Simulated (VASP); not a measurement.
Ag, 3 atoms in the cell. The structure is trigonal, space group R-3m (No. 166). The conventional cell has a = 2.946 Å, b = 2.946 Å, c = 20.749 Å, α = 90.00°, β = 90.00°, γ = 120.00°. Ag (site symmetry 3m) has 12 Ag at 2.86 to 2.95 Å within 3.8 Å. Within 3.8 Å of Ag (site symmetry -3m) lie 12 Ag at 2.86 to 2.95 Å. 

| Item | Value |
| --- | --- |
| Program | VASP 6.6.1 |
| Task | single point |
| Functional | PBEsol |
| Potentials or basis | VASP PAW PBE potentials, release 64 (Ag) |
| Cutoff | 520 eV |
| k mesh | 9 × 9 × 9 |
| Occupations | fermi-dirac, width 0.05 eV |
| Spin | no spin polarisation |
| Dipole correction | no |
| Further INCAR settings | ALGO = Normal; EDIFF = 1e-06; NBANDS = 24 |

Potentials or basis: VASP PAW PBE potentials, release 64 (Ag).

Command:

```console
$ cat potpaw_PBE.64/Ag/POTCAR > POTCAR
$ mpirun -np 1 vasp_std > vasp.out
```

Hardware: 1 thread of Intel(R) Xeon(R) Platinum 8488C (Sapphire Rapids) (shared host).

Task: Estimate the wall time of this run.

Result: It took 8.3 min on 1 thread of Intel(R) Xeon(R) Platinum 8488C (Sapphire Rapids), on a shared host, peak memory 0.41 GiB. Counts: scf iterations 11, k points 85.
